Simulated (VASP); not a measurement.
# TiTe2 (P-3m1) in VASP: further runs, part 2 of 2

VASP 6.6.1.

### 3 Single point, PBE+D3(BJ) (22.91 Å³/atom)

This run uses another cell than the first one, of 22.91 Å³/atom.

INCAR

```
SYSTEM = TiTe2
  PREC = Accurate
  ENCUT = 520
  EDIFF = 1E-6
  ISMEAR = 0
  SIGMA = 0.1
  LREAL = .False.
  LASPH = .True.
  NELM = 80
  ALGO = Normal
  ISIF = 2
  LWAVE = .False.
  LCHARG = .False.
  GGA = PE
  IVDW = 12
  NBANDS = 19
```

KPOINTS

```
Automatic mesh
0
Gamma
  15 15 8
  0 0 0
```

POSCAR

```
TiTe2
1.0
    3.5871924881      0.0000000000      0.0000000000
   -1.7935962440      3.1065998230      0.0000000000
    0.0000000000      0.0000000000      6.1670345159
Ti Te
1 2
Direct
    0.0000000000      0.0000000000      0.0000000000
    0.6666666667      0.3333333333      0.2820589696
    0.3333333333      0.6666666667      0.7179410304
```

Potentials or basis: VASP PAW PBE potentials, release 64 (Ti_sv, Te).

Started as:

```sh
$ cat potpaw_PBE.64/Ti_sv/POTCAR potpaw_PBE.64/Te/POTCAR > POTCAR
$ mpirun -np 1 vasp_std > vasp.out
```

OUTCAR:

```text
SYSTEM = TiTe2
   PREC = Accurate
   ENCUT = 520
   EDIFF = 1E-6
   ISMEAR = 0
   LREAL = .False.
   LASPH = .True.
   NELM = 80
   ISIF = 2
   GGA = PE
   IVDW = 12
 IVDW          = 12

 ion  position               nearest neighbor table
   1  0.000  0.000  0.000-   2 2.70   3 2.70   2 2.70   3 2.70   2 2.70   3 2.70
   2  0.667  0.333  0.282-   1 2.70   1 2.70   1 2.70   3 3.39   3 3.39   3 3.39
   3  0.333  0.667  0.718-   1 2.70   1 2.70   1 2.70   2 3.39   2 3.39   2 3.39

  LATTYP: Found a hexagonal cell.
 ALAT       =     3.5871924881
 C/A-ratio  =     1.7191813755

  Lattice vectors:

[... 723 lines left out ...]

  FORCE on cell =-STRESS in cart. coord.  units (eV):
  Direction    XX          YY          ZZ          XY          YZ          ZX
  --------------------------------------------------------------------------------------
  -------------------------------------------------------------------------------------
  Total       2.25086     2.25086     2.19466     0.00000    -0.00000     0.00000
  in kB      52.47371    52.47371    51.16358     0.00000    -0.00000     0.00000
  external pressure =       52.04 kB  Pullay stress =        0.00 kB

 VOLUME and BASIS-vectors are now :
 -----------------------------------------------------------------------------
  energy-cutoff  :      520.00
  volume of cell :       68.73
      direct lattice vectors                 reciprocal lattice vectors
     3.587192488  0.000000000  0.000000000     0.278769540  0.160947669  0.000000000
    -1.793596244  3.106599823  0.000000000     0.000000000  0.321895338  0.000000000
     0.000000000  0.000000000  6.167034516     0.000000000  0.000000000  0.162152490

 POSITION                                       TOTAL-FORCE (eV/Angst)
 -----------------------------------------------------------------------------------
      0.00000      0.00000      0.00000         0.000000      0.000000      0.000000
      1.79360      1.03553      1.73947        -0.000000      0.000000      0.005802
     -0.00000      2.07107      4.42757         0.000000      0.000000     -0.005802
 -----------------------------------------------------------------------------------
    total drift:                                0.000000      0.000000     -0.000000

  FREE ENERGIE OF THE ION-ELECTRON SYSTEM (eV)
  ---------------------------------------------------
  free  energy   TOTEN  =       -17.6174235712 eV

  energy  without entropy=      -17.6106648605  energy(sigma->0) =      -17.61404422
```

OSZICAR:

```text
N       E                     dE             d eps       ncg     rms          rms(c)
DAV:   1     0.184885362961E+03    0.18489E+03   -0.10903E+04  7296   0.120E+03
DAV:   2    -0.629717591625E+00   -0.18552E+03   -0.18050E+03  7557   0.311E+02
DAV:   3    -0.168578900932E+02   -0.16228E+02   -0.15736E+02 10836   0.845E+01
DAV:   4    -0.174840073068E+02   -0.62612E+00   -0.62309E+00  9410   0.153E+01
DAV:   5    -0.175037343042E+02   -0.19727E-01   -0.19720E-01 10433   0.275E+00    0.132E+01
DAV:   6    -0.172954920742E+02    0.20824E+00   -0.24139E+01  8459   0.334E+01    0.103E+01
DAV:   7    -0.160547120111E+02    0.12408E+01   -0.16397E+01  9055   0.249E+01    0.501E+00
DAV:   8    -0.158894419497E+02    0.16527E+00   -0.11067E+00  8667   0.779E+00    0.158E+00
DAV:   9    -0.158959985663E+02   -0.65566E-02   -0.53930E-02 10135   0.147E+00    0.107E+00
DAV:  10    -0.158929020549E+02    0.30965E-02   -0.30290E-02  8478   0.138E+00    0.413E-01
DAV:  11    -0.158931584477E+02   -0.25639E-03   -0.22778E-03  8583   0.387E-01    0.236E-01
DAV:  12    -0.158929836205E+02    0.17483E-03   -0.14348E-03  8748   0.271E-01    0.626E-02
DAV:  13    -0.158929748091E+02    0.88114E-05   -0.55981E-05  8383   0.687E-02    0.202E-02
DAV:  14    -0.158929739041E+02    0.90496E-06   -0.63645E-06  8769   0.152E-02
   1 F= -.17617424E+02 E0= -.17614044E+02  d E =-.675871E-02
```

stdout:

```text
POSCAR found type information on POSCAR TiTe
 POSCAR found :  2 types and       3 ions
 scaLAPACK will be used
 LDA part: xc-table for (Slater+PW92), standard interpolation
 POSCAR, INCAR and KPOINTS ok, starting setup
 FFT: planning ... GRIDC
 FFT: planning ... GRID_SOFT
 FFT: planning ... GRID
 WAVECAR not read
 entering main loop
```

Run time: 99 s. Hardware: 1 thread of Intel Xeon 6975P-C (Granite Rapids), shared host; peak memory 0.38 GiB.

Results:

| Property | Result |
| --- | --- |
| Free energy | -17.6174 eV |
| Pressure | 5.2 GPa |
| Largest force | 0.006 eV/Å |
| Band gap on the k mesh | zero (bands 12 and 13 overlap by 0.88 eV) |
| Dispersion energy per atom | -0.575 eV |

Forces on the atoms (eV/Å):
```
Ti   0.000  0.000  0.000
Te   0.000  0.000  0.006
Te   0.000  0.000 -0.006
```

Stress tensor (GPa, compression positive):
```
5.25 0.00 0.00
0.00 5.25 0.00
0.00 0.00 5.12
```

Caveat: the cell stands under pressure; spin-orbit coupling is left out, which moves the levels of the heavy elements.

### 4 Single point, PBE+D3(BJ) (24.42 Å³/atom)

This run uses another cell than the first one, of 24.42 Å³/atom.

INCAR

```
  ALGO = Normal
  EDIFF = 1E-7
  ENCUT = 520
  GGA = PE
  ISIF = 2
  ISMEAR = 0
  IVDW = 12
  LASPH = True
  LCHARG = False
  LREAL = False
  LWAVE = False
  NBANDS = 19
  NELM = 80
  PREC = Accurate
  SIGMA = 0.1
```

KPOINTS

```
k-points
0
Gamma
  15 15 8
```

POSCAR

```
TiTe2
1.0
    3.6648693961      0.0000000000      0.0000000000
   -1.8324346981      3.1738699986      0.0000000000
    0.0000000000      0.0000000000      6.2979481254
Ti Te
1 2
Direct
    0.0000000000      0.0000000000      0.0000000000
    0.6666666667      0.3333333333      0.2751955454
    0.3333333333      0.6666666667      0.7248044546
```

Started as:

```sh
$ cat potpaw_PBE.64/Ti_sv/POTCAR potpaw_PBE.64/Te/POTCAR > POTCAR
$ mpirun -np 1 vasp_std > vasp.out
```

Run time: 2 min. Hardware: 1 thread of Intel Xeon 6975P-C (Granite Rapids), shared host; peak memory 0.4 GiB.

It converged, with:

| Property | Result |
| --- | --- |
| Free energy | -17.7071 eV |
| Pressure | 1.4 GPa |
| Largest force | 0.005 eV/Å |
| Band gap on the k mesh | zero (bands 12 and 13 overlap by 0.87 eV) |
| Dispersion energy per atom | -0.539 eV |

Forces on the atoms (eV/Å):
```
Ti   0.000  0.000  0.000
Te   0.000  0.000  0.005
Te   0.000  0.000 -0.005
```

Levels at points of the mesh, in eV from the Fermi level:
```
           k point  band 10  band 11  band 12  band 13  band 14  band 15
(0.00, 0.00, 0.00)     0.20     0.45     0.45     0.84     1.35     1.35
(0.00, 0.00, 0.50)    -1.50     0.44     0.44     0.85     0.85     1.14
```

Caveat: spin-orbit coupling is left out, which moves the levels of the heavy elements.

### 5 The runs side by side

```csv
cell,gap on the mesh (eV),pressure (GPa),largest force (eV/Å)
"a = 3.547, b = 3.547, c = 6.100 Å, angles 90.0, 90.0, 120.0°, 3 atoms, atomic positions A",none,7.9,0.01
"a = 3.587, b = 3.587, c = 6.167 Å, angles 90.0, 90.0, 120.0°, 3 atoms, atomic positions B",none,5.2,0.01
"a = 3.665, b = 3.665, c = 6.298 Å, angles 90.0, 90.0, 120.0°, 3 atoms, atomic positions C",none,1.4,0.01
```

Alike in all rows: task single point; level PBE+D3(BJ); potentials or basis VASP PAW PBE potentials, release 64 (Ti_sv, Te); no spin polarisation; k mesh 15 × 15 × 8; cutoff (eV) 520; smearing gaussian 0.1 eV.

Caveats: spin-orbit coupling is left out, which moves the levels of the heavy elements; the cell stands under pressure (at least some runs).

Total energies depend on the potentials used, so only differences within one code and one set of settings carry meaning.
